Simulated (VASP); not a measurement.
# InP (F-43m) in VASP: notebook

Runs on InP. Level: PBEsol. Tasks: relaxation of cell and atoms.

All numbers are computed with VASP 6.6.1; they aren't measurements. Logs are shortened: lines on timing, memory, paths and dates and some standing lists are left out, and cuts for length are marked.

### Step 1. The cell of the first run

The structure is cubic, space group F-43m (No. 216). The conventional cell has a = 5.879 Å, b = 5.879 Å, c = 5.879 Å, α = 90.00°, β = 90.00°, γ = 90.00°. Within 3.4 Å of In (site symmetry -43m) lie 4 P at 2.55 Å. P (site symmetry -43m) has 4 In at 2.55 Å within 3.4 Å.

### Step 2. Relaxation of cell and atoms, PBEsol, target pressure 2 GPa, at which the enthalpy is minimised

The input, INCAR:

```
ALGO     = Normal         # electronic algorithm
EDIFF    = 1E-6           # SCF threshold, eV
EDIFFG   = -0.002         # ionic threshold
ENCUT    = 600            # plane-wave cutoff, eV
GGA      = PS             # functional
IBRION   = 2              # ionic algorithm
ISIF     = 3              # what is computed and relaxed
ISMEAR   = 0              # smearing method
LASPH    = T              # aspherical terms in the spheres
LCHARG   = F              # write CHGCAR
LREAL    = F              # projectors in reciprocal space
LWAVE    = F              # write WAVECAR
NELM     = 80             # most SCF steps
NSW      = 100            # ionic steps
PREC     = Accurate       # precision mode
PSTRESS  = 20.0         
SIGMA    = 0.01           # smearing width, eV
```

The input, KPOINTS:

```
k-points
0
Gamma
  8 8 8
```

The input, POSCAR:

```
InP
1.0
    2.9392821591      2.9392821591      0.0000000000
   -2.9392821591      2.9392821591      0.0000000000
    0.0000000000      2.9392821591      2.9392821591
In P
1 1
Direct
    0.0000000000      0.0000000000      0.0000000000
    0.7500000000      0.2500000000      0.5000000000
```

Potentials or basis: VASP PAW PBE potentials, release 64 (In_d, P).

On the command line:

```sh
cat potpaw_PBE.64/In_d/POTCAR potpaw_PBE.64/P/POTCAR > POTCAR
mpirun -np 1 vasp_std > vasp.out
```

OUTCAR:

```text
EDIFF = 1E-6
   EDIFFG = -0.002
   ENCUT = 600
   GGA = PS
   IBRION = 2
   ISIF = 3
   ISMEAR = 0
   LASPH = T
   LREAL = F
   NELM = 80
   NSW = 100
   PREC = Accurate
   PSTRESS = 20.0

 ion  position               nearest neighbor table
   1  0.000  0.000  0.000-   2 2.55   2 2.55   2 2.55   2 2.55
   2  0.750  0.250  0.500-   1 2.55   1 2.55   1 2.55   1 2.55

  LATTYP: Found a face centered cubic cell.
 ALAT       =     5.8785643182

  Lattice vectors:

 A1 = (   0.0000000000,   2.9392821591,   2.9392821591)
 A2 = (   2.9392821591,   0.0000000000,   2.9392821591)
 A3 = (   2.9392821591,   2.9392821591,   0.0000000000)

Analysis of symmetry for initial positions (statically):
=====================================================================
 Subroutine PRICEL returns:
 Original cell was already a primitive cell.

 Routine SETGRP: Setting up the symmetry group for a
 face centered cubic supercell.

 Subroutine GETGRP returns: Found 24 space group operations
 (whereof 24 operations were pure point group operations)
 out of a pool of 48 trial point group operations.

The static configuration has the point symmetry T_d .

Analysis of symmetry for dynamics (positions and initial velocities):
=====================================================================
 Subroutine PRICEL returns:
 Original cell was already a primitive cell.

 Routine SETGRP: Setting up the symmetry group for a
 face centered cubic supercell.

 Subroutine GETGRP returns: Found 24 space group operations
 (whereof 24 operations were pure point group operations)
 out of a pool of 48 trial point group operations.

The dynamic configuration has the point symmetry T_d .

 Subroutine INISYM returns: Found 24 space group operations
 (whereof 24 operations are pure point group operations),
 and found     1 'primitive' translations

----------------------------------------------------------------------------------------

                                     Primitive cell

  volume of cell :      50.7871

  direct lattice vectors                    reciprocal lattice vectors
     2.939282159  2.939282159  0.000000000     0.170109562  0.170109562 -0.170109562
    -2.939282159  2.939282159  0.000000000    -0.170109562  0.170109562 -0.170109562
[... 113 lines left out ...]
   IVDW    =     0    specifies the selected vdW correction
   LEPSILON=     F    determine dielectric tensor
   LRPA    =     F    only Hartree local field effects (RPA)
 conjugate gradient relaxation of ions
 non-spin polarized calculation
 Gauss-broadening in eV      SIGMA  =   0.01
  energy-cutoff  :      600.00
  volume of cell :       50.79
 maximum number of plane-waves:      1719
 NGX is ok and might be reduce to    36
   NGX = 17   NGY = 17   NGZ = 17

--------------------------------------- Ionic step        1  -------------------------------------------

 number of electron      17.9999998 magnetization

 Free energy of the ion-electron system (eV)
  ---------------------------------------------------
  ext. energy  EPLUGINS =         0.00000000
  ---------------------------------------------------
  free energy    TOTEN  =        -9.15513028 eV

  energy without entropy =       -9.15513028  energy(sigma->0) =       -9.15513028

------------------------ aborting loop because EDIFF is reached ----------------------------------------

  FORCE on cell =-STRESS in cart. coord.  units (eV):
  Direction    XX          YY          ZZ          XY          YZ          ZX
  --------------------------------------------------------------------------------------
  -------------------------------------------------------------------------------------
  Total        0.0009317      0.0009317      0.0009317     -0.0000000      0.0000000      0.0000000
  in kB        0.0293924      0.0293924      0.0293924     -0.0000000      0.0000000      0.0000000
  external PRESSURE =     -19.9706076 kB  Pullay stress =      20.0000000 kB
[... 97 lines left out ...]
  energy  without entropy=       -9.1466010228  energy(sigma->0) =       -9.14660102

  enthalpy is  TOTEN    =        -8.5301037665 eV   P V=        0.6164972563

[... ionic steps 4 to 12 ...]

--------------------------------------- Ionic step       13  -------------------------------------------

 number of electron      18.0000001 magnetization

------------------------ aborting loop because EDIFF is reached ----------------------------------------
[... 71 lines left out ...]
--------------------------------------- Ionic step       15  -------------------------------------------

 number of electron      18.0000001 magnetization

 Free energy of the ion-electron system (eV)
  ---------------------------------------------------
  ext. energy  EPLUGINS =         0.00000000
  ---------------------------------------------------
  free energy    TOTEN  =        -9.14662637 eV

  energy without entropy =       -9.14662637  energy(sigma->0) =       -9.14662637

 E-fermi :   5.4140     XC(G=0):  -9.5625

 val. band max:        5.3023612305   @ k =   0.0000   0.0000   0.0000
 cond. band min:       6.0183673915   @ k =   0.0000   0.0000   0.0000
 fundamental gap:      0.7160061610
 Fermi energy:         5.4139804173

 k-point     1 :       0.0000    0.0000    0.0000
  band No.  band energies     occupation
      1      -8.8886      2.00000
      2      -8.8886      2.00000
      3      -8.8886      2.00000
      4      -8.7242      2.00000
      5      -8.7242      2.00000
      6      -6.3786      2.00000
      7       5.3024      2.00000
      8       5.3024      2.00000
      9       5.3024      2.00000
     10       6.0184      0.00000
     11       9.3160      0.00000
     12       9.3160      0.00000
     13       9.3160      0.00000
[... 354 lines left out ...]
  band No.  band energies     occupation
      1      -9.0341      2.00000
      2      -8.8363      2.00000
      3      -8.8144      2.00000
      4      -8.7307      2.00000
      5      -8.7102      2.00000
      6      -4.2308      2.00000
      7      -0.3954      2.00000
      8       2.4947      2.00000
      9       3.5932      2.00000
     10       8.4599      0.00000
     11       9.3622      0.00000
     12      11.1609      0.00000
     13      12.4953      0.00000

 [... further k-points ...]

------------------------ aborting loop because EDIFF is reached ----------------------------------------

  FORCE on cell =-STRESS in cart. coord.  units (eV):
  Direction    XX          YY          ZZ          XY          YZ          ZX
  --------------------------------------------------------------------------------------
  -------------------------------------------------------------------------------------
  Total        0.6162684      0.6162684      0.6162684      0.0000000     -0.0000000     -0.0000000
  in kB       19.9917392     19.9917392     19.9917392      0.0000000     -0.0000000     -0.0000000
  external PRESSURE =      -0.0082608 kB  Pullay stress =      20.0000000 kB
[... 21 lines left out ...]
  energy  without entropy=       -9.1466263713  energy(sigma->0) =       -9.14662637

  enthalpy is  TOTEN    =        -8.5301033332 eV   P V=        0.6165230382

 reached required accuracy - stopping structural energy minimisation
```

Wall time 2.4 min (1 thread of Intel Xeon Platinum 8259CL at 2.50GHz (Skylake/Cascade Lake), shared host); peak memory 0.22 GiB.

Results:

* Free energy: -9.1466 eV
* Relaxed volume: 24.69 Å³/atom
* Relaxed cell: a = 4.118 Å, b = 4.118 Å, c = 4.118 Å, α = 60.00°, β = 60.00°, γ = 90.00°
* Space group after relaxing (to 0.05 Å): F-43m (No. 216)
* Energy change on relaxing (the enthalpy is what falls): +4.3 meV/atom
* Ionic steps: 15
* Pressure after relaxing: 2.0 GPa
* Band gap on the k mesh: 0.72 eV, direct

Step by step:
| step | energy change (eV) | largest force (eV/Å) | pressure (GPa) | volume (Å³) |
| --- | --- | --- | --- | --- |
| 1 | 0.0000 | 0.0000 | 0.00 | 50.79 |
| 2 | 0.0236 | 0.0000 | 3.46 | 48.50 |
| 3 | 0.0085 | 0.0000 | 2.03 | 49.39 |
| 4 | 0.0082 | 0.0000 | 1.96 | 49.41 |
| 5 | 0.0082 | 0.0000 | 1.95 | 49.41 |
| 6 | 0.0082 | 0.0000 | 1.95 | 49.41 |
| 7 | 0.0082 | 0.0000 | 1.96 | 49.41 |
| 8 | 0.0082 | 0.0000 | 1.96 | 49.41 |
| 9 | 0.0082 | 0.0000 | 1.96 | 49.41 |
| 10 | 0.0082 | 0.0000 | 1.96 | 49.41 |
| 11 | 0.0082 | 0.0000 | 1.96 | 49.41 |
| 12 | 0.0083 | 0.0000 | 1.96 | 49.41 |
| 13 | 0.0083 | 0.0000 | 1.96 | 49.41 |
| 14 | 0.0084 | 0.0000 | 1.99 | 49.40 |
| 15 | 0.0085 | 0.0000 | 2.00 | 49.39 |

Final structure:
```yaml
crystal:
  lattice:
    - [2.91206, 2.91206, 0.00000]
    - [-2.91206, 2.91206, 0.00000]
    - [0.00000, 2.91206, 2.91206]
  atoms:
    - { symbol: In, position: [0.00000, 0.00000, 0.00000] }
    - { symbol: P, position: [0.75000, 0.25000, 0.50000] }
```

Caveat: the cell is relaxed towards a set pressure, so the enthalpy falls and the energy may rise; the PAW data sets were made with another functional, which shifts forces and pressure a little; spin-orbit coupling is left out, which moves the levels of the heavy elements.

### Step 3. Relaxation of cell and atoms, PBEsol, target pressure 4 GPa, at which the enthalpy is minimised

INCAR, as its differences from that of step 2:

```diff
@@ -12,6 +12,6 @@
 LWAVE    = F              # write WAVECAR
-NELM     = 80             # most SCF steps
+NELM     = 100            # most SCF steps
 NSW      = 100            # ionic steps
 PREC     = Accurate       # precision mode
-PSTRESS  = 20.0         
+PSTRESS  = 40.0         
 SIGMA    = 0.01           # smearing width, eV
```

KPOINTS is that of step 2.

POSCAR is that of step 2.

Potentials or basis: VASP PAW PBE potentials, release 64 (In_d, P).

On the command line:

```sh
cat potpaw_PBE.64/In_d/POTCAR potpaw_PBE.64/P/POTCAR > POTCAR
mpirun -np 1 vasp_std > vasp.out
```

It took 62 s on 1 thread of Intel Xeon Platinum 8259CL at 2.50GHz (Skylake/Cascade Lake), shared host; peak memory 0.22 GiB.

The run converged. Its results:

- Free energy: -9.1242 eV
- Relaxed volume: 24.09 Å³/atom
- Relaxed cell: a = 4.084 Å, b = 4.084 Å, c = 4.084 Å, α = 60.00°, β = 60.00°, γ = 90.00°
- Space group after relaxing (to 0.05 Å): F-43m (No. 216)
- Energy change on relaxing (the enthalpy is what falls): +15.5 meV/atom
- Ionic steps: 3
- Pressure after relaxing: 4.0 GPa
- Band gap on the k mesh: 0.85 eV, direct

The path:
| step | energy change (eV) | largest force (eV/Å) | pressure (GPa) | volume (Å³) |
| --- | --- | --- | --- | --- |
| 1 | 0.0000 | 0.0000 | 0.00 | 50.79 |
| 2 | 0.0997 | 0.0000 | 7.73 | 46.27 |
| 3 | 0.0309 | 0.0000 | 4.00 | 48.18 |

Final structure:
```
CELL_PARAMETERS angstrom
2.88809 2.88809 0.00000
-2.88809 2.88809 0.00000
0.00000 2.88809 2.88809
ATOMIC_POSITIONS crystal
In 0.00000 0.00000 0.00000
P 0.75000 0.25000 0.50000
```

Levels at points of the mesh, in eV from the valence-band top:
```csv
k point,band 5,band 6,band 7,band 8,band 9,band 10,band 11,band 12,band 13
"(0.00, 0.00, 0.00)",-14.07,-11.86,0.00,0.00,0.00,0.85,4.01,4.01,4.01
"(0.50, 0.00, 0.00)",-14.06,-9.96,-6.04,-1.05,-1.05,1.50,4.74,4.74,7.02
"(0.50, 0.50, 0.00)",-14.03,-9.24,-6.01,-2.51,-2.51,1.55,2.15,9.37,9.82
```

Caveat: the cell is relaxed towards a set pressure, so the enthalpy falls and the energy may rise; the PAW data sets were made with another functional, which shifts forces and pressure a little; spin-orbit coupling is left out, which moves the levels of the heavy elements.
